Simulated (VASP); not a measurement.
# AlFe3 (Pm-3m) in VASP: further runs

Runs on AlFe3. Level: LDA. Tasks: single point.

Everything below comes from runs of VASP 6.6.1. Logs are shortened: lines on timing, memory, paths and dates and some standing lists are left out, and cuts for length are marked.

### 1 The cell of the first run

Symmetry: Pm-3m, No. 221, cubic system. Conventional cell: a = 3.487 Å, b = 3.487 Å, c = 3.487 Å, α = 90.00°, β = 90.00°, γ = 90.00°. Al (site symmetry m-3m) has 12 Fe at 2.47 Å within 3.3 Å. Fe (site symmetry 4/mmm) has 4 Al at 2.47 Å and 8 Fe at 2.47 Å within 3.3 Å.

### 2 Single point, LDA, collinear spin, ferromagnetic start

Input file INCAR:

```
PREC = Accurate ; ENCUT = 520
EDIFF = 1E-7 ; ISMEAR = -1
SIGMA = 0.1 ; LREAL = False
LASPH = True ; NELM = 150
ALGO = Normal ; ISIF = 2
LWAVE = False ; LCHARG = False
ISPIN = 2 ; MAGMOM = 0 2.4 2.4 2.4
LORBIT = 11 ; LMAXMIX = 4
NBANDS = 26
```

Input file KPOINTS:

```
regular mesh
0
Gamma
  6 6 6
```

Input file POSCAR:

```
AlFe3
1.0
    3.4874732743      0.0000000000      0.0000000000
    0.0000000000      3.4874732743      0.0000000000
    0.0000000000      0.0000000000      3.4874732743
Al Fe
1 3
Direct
    0.0000000000      0.0000000000      0.0000000000
    0.0000000000      0.5000000000      0.5000000000
    0.5000000000      0.0000000000      0.5000000000
    0.5000000000      0.5000000000      0.0000000000
```

Potentials or basis: VASP PAW LDA potentials, release 64 (Al, Fe).

The run is started by

```sh
cat potpaw_LDA.64/Al/POTCAR potpaw_LDA.64/Fe/POTCAR > POTCAR
mpirun -np 1 vasp_std > vasp.out
```

OUTCAR:

```text
PREC = Accurate
   ENCUT = 520
   EDIFF = 1E-7
   ISMEAR = -1
   LREAL = False
   LASPH = True
   NELM = 150
   ISIF = 2
   ISPIN = 2
   LORBIT = 11

 ion  position               nearest neighbor table
   1  0.000  0.000  0.000-   2 2.47   3 2.47   4 2.47   2 2.47   3 2.47   2 2.47   4 2.47   2 2.47
                             3 2.47   4 2.47   3 2.47   4 2.47
   2  0.000  0.500  0.500-   1 2.47   3 2.47   4 2.47   1 2.47   4 2.47   1 2.47   3 2.47   1 2.47
                             3 2.47   4 2.47   4 2.47   3 2.47
   3  0.500  0.000  0.500-   1 2.47   2 2.47   4 2.47   1 2.47   4 2.47   2 2.47   4 2.47   4 2.47
                             1 2.47   2 2.47   1 2.47   2 2.47
   4  0.500  0.500  0.000-   1 2.47   2 2.47   3 2.47   2 2.47   3 2.47   1 2.47   3 2.47   3 2.47
                             1 2.47   2 2.47   2 2.47   1 2.47

  LATTYP: Found a simple cubic cell.
 ALAT       =     3.4874732743

  Lattice vectors:

 A1 = (   3.4874732743,   0.0000000000,   0.0000000000)
 A2 = (   0.0000000000,   3.4874732743,   0.0000000000)
 A3 = (   0.0000000000,   0.0000000000,   3.4874732743)

Analysis of symmetry for initial positions (statically):
=====================================================================
 Subroutine PRICEL returns:
 Original cell was already a primitive cell.

 Routine SETGRP: Setting up the symmetry group for a
 simple cubic supercell.

 Subroutine GETGRP returns: Found 48 space group operations
 (whereof 48 operations were pure point group operations)
 out of a pool of 48 trial point group operations.

The static configuration has the point symmetry O_h .

Analysis of symmetry for dynamics (positions and initial velocities):
=====================================================================
 Subroutine PRICEL returns:
 Original cell was already a primitive cell.

 Routine SETGRP: Setting up the symmetry group for a
 simple cubic supercell.

 Subroutine GETGRP returns: Found 48 space group operations
 (whereof 48 operations were pure point group operations)
 out of a pool of 48 trial point group operations.

The dynamic configuration has the point symmetry O_h .

Analysis of structural, dynamic, and magnetic symmetry:
=====================================================================
 Subroutine PRICEL returns:
 Original cell was already a primitive cell.

 Routine SETGRP: Setting up the symmetry group for a
 simple cubic supercell.

 Subroutine GETGRP returns: Found 48 space group operations
 (whereof 48 operations were pure point group operations)
 out of a pool of 48 trial point group operations.

The overall configuration has the point symmetry O_h .

 Subroutine INISYM returns: Found 48 space group operations
 (whereof 48 operations are pure point group operations),
 and found     1 'primitive' translations

----------------------------------------------------------------------------------------

                                     Primitive cell

  volume of cell :      42.4163

  direct lattice vectors                    reciprocal lattice vectors
     3.487473274  0.000000000  0.000000000     0.286740549  0.000000000  0.000000000
     0.000000000  3.487473274  0.000000000     0.000000000  0.286740549  0.000000000
     0.000000000  0.000000000  3.487473274     0.000000000  0.000000000  0.286740549

  length of vectors
     3.487473274  3.487473274  3.487473274     0.286740549  0.286740549  0.286740549

  position of ions in fractional coordinates (direct lattice)
     0.000000000  0.000000000  0.000000000
     0.000000000  0.500000000  0.500000000
     0.500000000  0.000000000  0.500000000
     0.500000000  0.500000000  0.000000000

  ion indices of the primitive-cell ions
   primitive index   ion index
                 1           1
                 2           2
                 3           3
                 4           4

----------------------------------------------------------------------------------------

 KPOINTS: regular mesh

Automatic generation of k-mesh.
 Grid dimensions read from file:
 generate k-points for:    6    6    6

 Generating k-lattice:

  Cartesian coordinates                     Fractional coordinates (reciprocal lattice)
     0.047790091  0.000000000  0.000000000     0.166666667  0.000000000  0.000000000
     0.000000000  0.047790091  0.000000000     0.000000000  0.166666667  0.000000000
     0.000000000  0.000000000  0.047790091     0.000000000  0.000000000  0.166666667

  Length of vectors
     0.047790091  0.047790091  0.047790091

  Shift w.r.t. Gamma in fractional coordinates (k-lattice)
     0.000000000  0.000000000  0.000000000

 Subroutine IBZKPT returns following result:
 ===========================================

 Found     20 irreducible k-points:

 Following reciprocal coordinates:
            Coordinates               Weight
  0.000000  0.000000  0.000000      1.000000
  0.166667  0.000000  0.000000      6.000000
  0.333333  0.000000  0.000000      6.000000
  0.500000  0.000000  0.000000      3.000000
  0.166667  0.166667  0.000000     12.000000
  0.333333  0.166667  0.000000     24.000000
[... 12 lines left out ...]
  0.500000  0.500000  0.333333      6.000000
  0.500000  0.500000  0.500000      1.000000
   k-points           NKPTS =     20   k-points in BZ     NKDIM =     20   number of bands    NBANDS=     26
   number of dos      NEDOS =    301   number of ions     NIONS =      4
   total plane-waves  NPLWV =  21952
   dimension x,y,z NGX =    28 NGY =   28 NGZ =   28
   dimension x,y,z NGXF=    56 NGYF=   56 NGZF=   56
   ions per type =               1   3
   NGX,Y,Z   is equivalent  to a cutoff of  13.35, 13.35, 13.35 a.u.
   NGXF,Y,Z  is equivalent  to a cutoff of  26.69, 26.69, 26.69 a.u.
 SYSTEM =  unknown system
   PREC   = accura    normal or accurate (medium, high low for compatibility)
   ISTART =      0    job   : 0-new  1-cont  2-samecut
   ICHARG =      2    charge: 1-file 2-atom 10-const
   ISPIN  =      2    spin polarized calculation?
   LNONCOLLINEAR =      F non collinear calculations
   LSORBIT =      F    spin-orbit coupling
   LASPH  =      T    aspherical Exc in radial PAW
   ENCUT  =  520.0 eV  38.22 Ry    6.18 a.u.   6.48  6.48  6.48*2*pi/ulx,y,z
   NELM   =    150;   NELMIN=  2; NELMDL= -5     # of ELM steps
   EDIFF  = 0.1E-06   stopping-criterion for ELM
   LREAL  =      F    real-space projection
   EDIFFG = 0.1E-05   stopping-criterion for IOM
   NSW    =      0    number of steps for IOM
   IBRION =     -1    ionic relax: 0-MD 1-quasi-New 2-CG
   NFREE  =      0    steps in history (QN), initial steepest desc. (CG)
   ISIF   =      2    stress and relaxation
   ISYM   =      2    0-nonsym 1-usesym 2-fastsym
   POTIM  = 0.5000    time-step for ionic-motion
   TEBEG  =    0.0;   TEEND  =   0.0 temperature during run
   PSTRESS=    0.0 pullay stress
   NELECT =      27.0000    total number of electrons
   NUPDOWN=      -1.0000    fix difference up-down
   EMIN   =  10.00;   EMAX   =-10.00  energy-range for DOS
   EFERMI =   0.00;   METHOD = LEGACY
   ISMEAR =    -1;   SIGMA  =   0.10  broadening in eV -4-tet -1-fermi 0-gaus
   EFERMI_NEDOS =   21; number of points for ismear=-14 and -15
   IALGO  =     38    algorithm
   IMIX   =      4    mixing-type and parameters
     AMIX     =   0.40;   BMIX     =  1.00
     AMIX_MAG =   1.60;   BMIX_MAG =  1.00
  volume/ion in A,a.u.               =      10.60        71.56
  Fermi-wavevector in a.u.,A,eV,Ry     =   1.408268  2.661240 26.983315  1.983218
  Thomas-Fermi vector in A             =   2.530443
   LORBIT       =     11    0 simple, 1 ext, 2 COOP (PROOUT), +10 PAW based schemes
   GGA     = CA    functional components
   LHFCALC =     F    Hartree Fock is set to
   AEXX    =    0.0000 exact exchange contribution
   IVDW    =     0    specifies the selected vdW correction
   LEPSILON=     F    determine dielectric tensor
   LRPA    =     F    only Hartree local field effects (RPA)
 spin polarized calculation
  energy-cutoff  :      520.00
  volume of cell :       42.42
 maximum number of plane-waves:      1189
 NGX is ok and might be reduce to    28
   NGX = 13   NGY = 13   NGZ = 13

 number of electron      27.0000024 magnetization       5.0078831

 Free energy of the ion-electron system (eV)
  ---------------------------------------------------
  ext. energy  EPLUGINS =         0.00000000
  ---------------------------------------------------
  free energy    TOTEN  =       -32.61188018 eV

  energy without entropy =      -32.45081469  energy(sigma->0) =      -32.53134743

 E-fermi :   7.9862     XC(G=0): -13.3661

 val. band max:        7.9714649145   @ k =   0.1667   0.0000   0.0000
 cond. band min:       7.9935842839   @ k =   0.5000   0.5000   0.0000
 fundamental gap:      0.0221193693
 Fermi energy:         7.9862420574

 spin component 1

 k-point     1 :       0.0000    0.0000    0.0000
  band No.  band energies     occupation
      1      -2.4203      1.00000
      2       2.3534      1.00000
      3       3.5245      1.00000
      4       3.5245      1.00000
      5       3.9321      1.00000
      6       3.9321      1.00000
[... 17 lines left out ...]
     24      20.5781      0.00000
     25      20.5781      0.00000

 k-point     2 :       0.1667    0.0000    0.0000
  band No.  band energies     occupation
      1      -2.0600      1.00000
      2       2.5194      1.00000
      3       3.3468      1.00000
      4       3.7864      1.00000
      5       4.0145      1.00000
      6       4.0145      1.00000
[... 17 lines left out ...]
     24      19.3050      0.00000
     25      19.9177      0.00000
[... 474 lines left out ...]
     24      23.2696      0.00000
     25      25.7848      0.00000

 k-point    20 :       0.5000    0.5000    0.5000
  band No.  band energies     occupation
      1       1.2634      1.00000
      2       3.3971      1.00000
      3       3.3971      1.00000
      4       3.3971      1.00000
      5       5.6087      1.00000
      6       5.6087      1.00000
[... 17 lines left out ...]
     24      26.4774      0.00000
     25      26.4774      0.00000
 Fermi energy:         7.9862420574

 spin component 2

 k-point     1 :       0.0000    0.0000    0.0000
  band No.  band energies     occupation
      1      -2.1778      1.00000
      2       3.4839      1.00000
      3       4.4955      1.00000
      4       4.4955      1.00000
      5       5.0263      1.00000
      6       5.0263      1.00000
[... 17 lines left out ...]
     24      20.8260      0.00000
     25      20.8260      0.00000

 k-point     2 :       0.1667    0.0000    0.0000
  band No.  band energies     occupation
      1      -1.8174      1.00000
      2       3.5979      1.00000
      3       4.2346      1.00000
      4       4.7746      1.00000
      5       5.0965      1.00000
      6       5.0965      1.00000
[... 17 lines left out ...]
     24      19.7407      0.00000
     25      20.2946      0.00000
[... 474 lines left out ...]
     24      23.4717      0.00000
     25      25.9314      0.00000

 k-point    20 :       0.5000    0.5000    0.5000
  band No.  band energies     occupation
      1       1.9092      1.00000
      2       4.2341      1.00000
      3       4.2341      1.00000
      4       4.2341      1.00000
      5       6.0280      1.00000
      6       6.0280      1.00000
[... 17 lines left out ...]
     24      26.6243      0.00000
     25      26.6243      0.00000
 [bands above 25 left out]

------------------------ aborting loop because EDIFF is reached ----------------------------------------

  FORCE on cell =-STRESS in cart. coord.  units (eV):
  Direction    XX          YY          ZZ          XY          YZ          ZX
  --------------------------------------------------------------------------------------
  -------------------------------------------------------------------------------------
  Total        1.8785611      1.8785611      1.8785611     -0.0000000     -0.0000000      0.0000000
  in kB       70.9583081     70.9583081     70.9583081     -0.0000000     -0.0000000      0.0000000
  external PRESSURE =      70.9583081 kB  Pullay stress =       0.0000000 kB

 VOLUME and BASIS-vectors are now :
 -----------------------------------------------------------------------------
  energy-cutoff  :      520.00
  volume of cell :       42.42
      direct lattice vectors                 reciprocal lattice vectors
     3.487473274  0.000000000  0.000000000     0.286740549  0.000000000  0.000000000
     0.000000000  3.487473274  0.000000000     0.000000000  0.286740549  0.000000000
     0.000000000  0.000000000  3.487473274     0.000000000  0.000000000  0.286740549

 POSITION                                       TOTAL-FORCE (eV/Angst)
 -----------------------------------------------------------------------------------
      0.00000      0.00000      0.00000         0.000000      0.000000      0.000000
      0.00000      1.74374      1.74374         0.000000      0.000000      0.000000
      1.74374      0.00000      1.74374         0.000000      0.000000      0.000000
      1.74374      1.74374      0.00000         0.000000      0.000000      0.000000
 -----------------------------------------------------------------------------------
    total drift:                                0.000000      0.000000      0.000000

  FREE ENERGIE OF THE ION-ELECTRON SYSTEM (eV)
  ---------------------------------------------------
  free  energy   TOTEN  =       -32.6118801821 eV

  energy  without entropy=      -32.4508146863  energy(sigma->0) =      -32.53134743

 total charge

# of ion       s       p       d       tot
------------------------------------------
    1        0.433   0.487   0.000   0.919
    2        0.522   0.618   6.396   7.536
    3        0.522   0.618   6.396   7.536
    4        0.522   0.618   6.396   7.536
--------------------------------------------------
tot          1.998   2.342  19.188  23.527

 magnetization (x)

# of ion       s       p       d       tot
------------------------------------------
    1       -0.007  -0.037   0.000  -0.044
    2        0.004   0.014   1.633   1.651
    3        0.004   0.014   1.633   1.651
    4        0.004   0.014   1.633   1.651
--------------------------------------------------
tot          0.005   0.005   4.900   4.910
```

It took 54 s on 1 thread of Intel Xeon 8259CL, shared host; peak memory 0.17 GiB.

Results:

- Free energy: -32.6119 eV
- Pressure: 7.1 GPa
- Band gap on the k mesh: zero (filled and empty bands overlap)
- Net moment: 5.01 μB per cell
- Site moments: Al -0.04; Fe +1.65 μB
- Valence electrons inside the program's atomic spheres: Al 0.92; Fe 7.54

Caveat: the cell stands under pressure.

### 3 Single point, LDA, collinear spin, ferromagnetic start

This run uses another cell than the first one, of 11.09 Å³/atom.

Input file INCAR:

```
  ALGO = Normal
  EDIFF = 1E-6
  ENCUT = 520
  ISIF = 2
  ISMEAR = -1
  ISPIN = 2
  LASPH = T
  LCHARG = T
  LELF = T
  LMAXMIX = 4
  LORBIT = 11
  LREAL = F
  LVHAR = T
  LWAVE = F
  MAGMOM = 0 2.4 2.4 2.4
  NBANDS = 26
  NELM = 150
  PREC = Accurate
  SIGMA = 0.1
```

Input file KPOINTS:

```
k-points
0
Gamma
  6 6 6
```

Input file POSCAR:

```
AlFe3
1.0
    3.5395327894      0.0000000000      0.0000000000
    0.0000000000      3.5395327894      0.0000000000
    0.0000000000      0.0000000000      3.5395327894
Al Fe
1 3
Direct
    0.0000000000      0.0000000000      0.0000000000
    0.0000000000      0.5000000000      0.5000000000
    0.5000000000      0.0000000000      0.5000000000
    0.5000000000      0.5000000000      0.0000000000
```

Potentials or basis: VASP PAW LDA potentials, release 64 (Al, Fe).

The run is started by

```sh
cat potpaw_LDA.64/Al/POTCAR potpaw_LDA.64/Fe/POTCAR > POTCAR
mpirun -np 1 vasp_std > vasp.out
```

It took 61 s on 1 thread of Intel Xeon 8259CL, shared host; peak memory 0.17 GiB.

The run converged. Its results:

- Free energy: -32.6452 eV
- Pressure: -1.2 GPa
- Net moment: 5.63 μB per cell
- Site moments: Al -0.05; Fe +1.86 μB
- Valence electrons inside the program's atomic spheres: Al 0.89; Fe 7.43

Levels at points of the mesh, in eV from the Fermi level:
Spin up:
| k point | band 13 | band 14 | band 15 | band 16 | band 17 | band 18 | band 19 | band 20 |
| --- | --- | --- | --- | --- | --- | --- | --- | --- |
| (0.00, 0.00, 0.00) | -0.02 | 0.36 | 0.36 | 0.36 | 0.85 | 0.85 | 0.85 | 7.40 |
| (0.50, 0.00, 0.00) | -1.28 | -1.28 | -1.15 | -0.62 | 0.36 | 5.86 | 5.86 | 5.98 |
| (0.50, 0.50, 0.00) | -1.55 | -1.38 | -1.08 | -0.86 | -0.61 | 1.35 | 1.35 | 8.49 |
| (0.50, 0.50, 0.50) | -1.74 | -1.22 | -1.22 | -0.21 | 0.07 | 0.07 | 0.07 | 3.85 |
Spin down:
| k point | band 9 | band 10 | band 11 | band 12 | band 13 | band 14 |
| --- | --- | --- | --- | --- | --- | --- |
| (0.00, 0.00, 0.00) | 0.11 | 0.11 | 1.09 | 1.09 | 1.09 | 1.31 |
| (0.50, 0.00, 0.00) | -1.04 | -0.53 | -0.45 | 0.30 | 0.31 | 0.31 |
| (0.50, 0.50, 0.00) | -0.90 | -0.90 | 0.06 | 0.11 | 0.18 | 0.18 |
| (0.50, 0.50, 0.50) | -0.88 | -0.88 | 0.18 | 0.18 | 0.18 | 0.19 |
